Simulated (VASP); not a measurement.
Runs of VASP 6.6.1 on HfMg2C2. The structure is that of space group P-3m1 (No. 164), or close to it. The cells are those of the table. 

| task | cell | k mesh | cutoff (eV) | gap on the mesh (eV) | pressure (GPa) | largest force (eV/Å) |
| --- | --- | --- | --- | --- | --- | --- |
| single point | a = 3.208, b = 3.208, c = 7.707 Å, angles 90.0, 90.0, 120.0°, 5 atoms | 6 × 6 × 2 | 520 | none | 4.6 | (a) |
| single point | a = 3.422, b = 3.422, c = 7.099 Å, angles 90.0, 90.0, 120.0°, 5 atoms | 12 × 12 × 6 | 520 | none | -0.4 | 0.03 |
| single point | a = 3.371, b = 3.371, c = 7.630 Å, angles 90.0, 90.0, 120.0°, 5 atoms | 6 × 6 × 2 | 520 | none | -0.4 | 0.03 |
| relaxation of cell and atoms | relaxed from a = 3.208, b = 3.208, c = 7.707 Å, angles 90.0, 90.0, 120.0°, 5 atoms | 6 × 6 × 2 | 600 | none | 0.1 | 0.01 |

Alike in all rows: level PBE; potentials or basis VASP PAW PBE potentials, release 64 (Mg, Hf_pv, C); no spin polarisation; smearing gaussian 0.1 eV.

**Question.** Estimate the missing entries.

**Answer.** (a) 1.23.

Caveats: some runs use coarse meshes; spin-orbit coupling is left out, which moves the levels of the heavy elements; forces of over 1 eV/Å act on the atoms, so gaps and moduli don't describe the material at rest (some runs).

A k mesh can miss the band edges, and the runs leave out spin-orbit coupling on Hf.

A gap of «none» marks levels without a gap at the run's occupations.
